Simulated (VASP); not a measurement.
A run of VASP 6.6.1 is set up as follows.

File INCAR:

```
PREC = Accurate ; ENCUT = 520
EDIFF = 1E-7 ; ISMEAR = -1
SIGMA = 0.1 ; LREAL = F
LASPH = T ; NELM = 150
ALGO = Normal ; ISIF = 2
LWAVE = F ; LCHARG = T
ISPIN = 2 ; MAGMOM = 1.7 1.7 1.7 1.7 1.7 1.7
LORBIT = 11 ; LMAXMIX = 4
LDIPOL = T ; IDIPOL = 3
DIPOL = 0.5 0.5 0.500 ; GGA = PS
LELF = T ; LVHAR = T
LVACPOTAV = T ; NBANDS = 40
```

Contents of KPOINTS:

```
regular mesh
0
Gamma
  15 9 1
```

File POSCAR:

```
Co
1.0
    2.4563951624      0.0000000000      0.0000000000
    0.0000000000      3.9720894594      0.0000000000
    0.0000000000      0.0000000000     20.9637000000
Co
6
Direct
    0.7500000000      0.7500000000      0.3816119904
    0.2500000000      0.2500000000      0.4154371362
    0.2500000000      0.7500000000      0.4830874271
    0.7500000000      0.2500000000      0.5169125729
    0.7500000000      0.7500000000      0.5845628638
    0.2500000000      0.2500000000      0.6183880096
```

Potentials or basis: VASP PAW PBE potentials, release 64 (Co).

The run is started by

```bash
$ cat potpaw_PBE.64/Co/POTCAR > POTCAR
$ mpirun -np 1 vasp_std > vasp.out
```

Problem. Estimate the site moments.

Solution. Co +1.79, +1.64, +1.63 (each value once) μB.

Problem. What does it give for the net moment?

Solution. 10.12 μB per cell.

Forces on the atoms (eV/Å):
```
Co   0.000  0.000  0.546
Co   0.000  0.000 -0.188
Co   0.000  0.000 -0.237
Co   0.000  0.000  0.237
Co   0.000  0.000  0.188
Co   0.000  0.000 -0.546
```

Caveat: the PAW data sets were made with another functional, which shifts forces and pressure a little.
